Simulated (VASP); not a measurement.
Wanted: the native input for a VASP 6.6.1 run.

| Item | Value |
| --- | --- |
| Task | single point |
| Functional | PBEsol |
| Potentials or basis | VASP PAW PBE potentials, release 64 (Mg, O) |
| Cutoff | 520 eV |
| k mesh | 4 × 4 × 2 |
| Occupations | fermi-dirac, width 0.146 eV |
| Spin | no spin polarisation |
| Dipole correction | no |
| Further INCAR settings | LREAL = Auto; ALGO = Normal; EDIFF = 1e-06; NBANDS = 66 |

The structure of MgO lies in POSCAR:

```
MgO
1.0
    0.0000000000      4.2043360512      4.2043360512
    4.2043360512      0.0000000000      4.2043360512
    6.3065040767      6.3065040767      0.0000000000
Mg O
12 12
Direct
   -0.0211223601     -0.0186266034      0.0039848543
   -0.0135527939     -0.0149492094      0.3207500503
   -0.0135765789      0.0023362785      0.6638085775
    0.0109825902      0.5065457361     -0.0109406890
    0.0126292236      0.4853095650      0.3300226995
   -0.0044243609      0.5507983833      0.6532548699
    0.4901631256      0.0078172866      0.0049067597
    0.4831973409     -0.0163378948      0.3326801940
    0.4437081093      0.0184490486      0.6841232397
    0.5154375087      0.5107183331      0.0006552759
    0.5374264741      0.4807756743      0.3381719054
    0.5275521445      0.5062591273      0.6626726074
    0.2287220832      0.2694193533      0.1701797838
    0.2332602551      0.2337970819      0.5260588846
    0.2309081596      0.2752766396      0.8415964591
    0.2591537610      0.7422602432      0.1744712263
    0.2764531631      0.7419811266      0.5106667594
    0.2586193127      0.7536656113      0.8262245511
    0.7528942647      0.2551990343      0.1517955889
    0.7611786882      0.2309315878      0.5002283296
    0.7850358439      0.2480687764      0.8301582678
    0.7594585592      0.7214525583      0.1625433025
    0.7563301223      0.7408703686      0.4944869554
    0.7459602329      0.7580679711      0.8357591521
```

The input as run:

INCAR

```
PREC     = Accurate       # precision mode
ENCUT    = 520            # plane-wave cutoff, eV
EDIFF    = 1E-6           # SCF threshold, eV
ISMEAR   = -1             # smearing method
SIGMA    = 0.146          # smearing width, eV
LREAL    = Auto         
LASPH    = T              # aspherical terms in the spheres
NELM     = 60             # most SCF steps
ALGO     = Normal         # electronic algorithm
ISIF     = 2              # what is computed and relaxed
LWAVE    = F              # write WAVECAR
LCHARG   = F              # write CHGCAR
GGA      = PS             # functional
NBANDS   = 66             # bands
```

KPOINTS

```
Automatic mesh
0
Gamma
  4 4 2
```

Potentials or basis: VASP PAW PBE potentials, release 64 (Mg, O).

Launch:

```bash
$ cat potpaw_PBE.64/Mg/POTCAR potpaw_PBE.64/O/POTCAR > POTCAR
$ mpirun -np 1 vasp_std > vasp.out
```

It gave:

| Property | Result |
| --- | --- |
| Pressure | 5.1 GPa |
| Largest force | 2.682 eV/Å |
| Band gap on the k mesh | 4.23 eV |

Caveat: the k points lie up to 0.43 Å⁻¹ apart; the atoms stand as in a frame of molecular dynamics; the PAW data sets were made with another functional, which shifts forces and pressure a little.

Run time: 5.3 min on 1 thread of Intel(R) Xeon(R) 6975P-C (Granite Rapids) (shared host), peak memory 0.49 GiB.
